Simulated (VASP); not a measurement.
# Pt: single point with PBEsol

The system is Pt.

```
Pt
1.0
     2.73624   -0.01075    0.00063
    -1.37767    2.36260    0.00406
     0.00065    0.00670    4.73429
Pt
2
Direct
  0.74269 0.27823 0.72921
  0.24035 0.76203 0.22994
```

```json
{"Program": "VASP 6.6.1", "Task": "single point", "Functional": "PBEsol", "Potentials or basis": "VASP PAW PBE potentials, release 64 (Pt)", "Cutoff": "520 eV", "k mesh": "7 × 7 × 4", "Occupations": "methfessel-paxton, width 0.1 eV", "Spin": "no spin polarisation"}
```

| Quantity | Value |
| --- | --- |
| Pressure | -1.4 GPa |
| Largest force | 0.115 eV/Å |
| Band gap on the k mesh | zero (band 10 reaches 11.28 eV, above the bottom of band 11 at 9.62 eV) |

Forces in eV/Å, atoms in the order of the input:
```
Pt  -0.023 -0.103  0.047
Pt   0.023  0.103 -0.047
```

Stress tensor (GPa, compression positive):
```
-1.80 -0.18 -0.21
-0.18 -1.96 -0.38
-0.21 -0.38 -0.37
```

Levels at points of the mesh, in eV from the Fermi level:
```csv
k point,band 6,band 7,band 8,band 9,band 10,band 11,band 12,band 13,band 14,band 15
"(0.00, 0.00, 0.00)",-3.33,-3.01,-3.00,-1.68,-1.04,-0.51,0.51,5.08,14.72,15.37
"(0.00, 0.00, 0.50)",-3.69,-3.46,-3.45,-1.49,-1.46,-1.15,-1.14,11.86,11.92,16.06
```

Wall time 22 s on 1 thread of Intel(R) Xeon(R) Platinum 8488C (Sapphire Rapids), on a shared host, peak memory 0.16 GiB.

Caveat: the k points lie up to 0.38 Å⁻¹ apart; the PAW data sets were made with another functional, which shifts forces and pressure a little; spin-orbit coupling is left out, which moves the levels of the heavy elements.
